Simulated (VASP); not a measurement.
B, 1 atom in the cell. It takes space group Im-3m (No. 229, cubic). Conventional cell: a = 2.295 Å, b = 2.295 Å, c = 2.295 Å, α = 90.00°, β = 90.00°, γ = 90.00°. B (site symmetry m-3m) has 14 B at 1.99 to 2.29 Å within 2.6 Å. 

| Property | Result |
| --- | --- |
| Program | VASP 6.6.1 |
| Task | single point |
| Functional | r2SCAN |
| Potentials or basis | VASP PAW PBE potentials, release 64 (B) |
| Cutoff | 520 eV |
| k mesh | 18 × 18 × 18 |
| Occupations | fermi-dirac, width 0.1 eV |
| Spin | no spin polarisation |
| Dipole correction | no |
| Further INCAR settings | ALGO = Normal; EDIFF = 1e-07; NBANDS = 8 |

Potentials or basis: VASP PAW PBE potentials, release 64 (B).

Run with:

```sh
$ cat potpaw_PBE.64/B/POTCAR > POTCAR
$ cp INCAR.step1 INCAR
$ mpirun -np 1 vasp_std > vasp.out
$ cp INCAR.step2 INCAR
$ mpirun -np 1 vasp_std > vasp.out
```

Hardware: 1 thread of Intel(R) Xeon(R) 6975P-C (Granite Rapids), with other jobs on the host.

**Question.** Estimate the wall time of this run.

**Answer.** Wall time 9.9 s on 1 thread of Intel(R) Xeon(R) 6975P-C (Granite Rapids), with other jobs on the host, peak memory 0.11 GiB. Counts: k points 195.
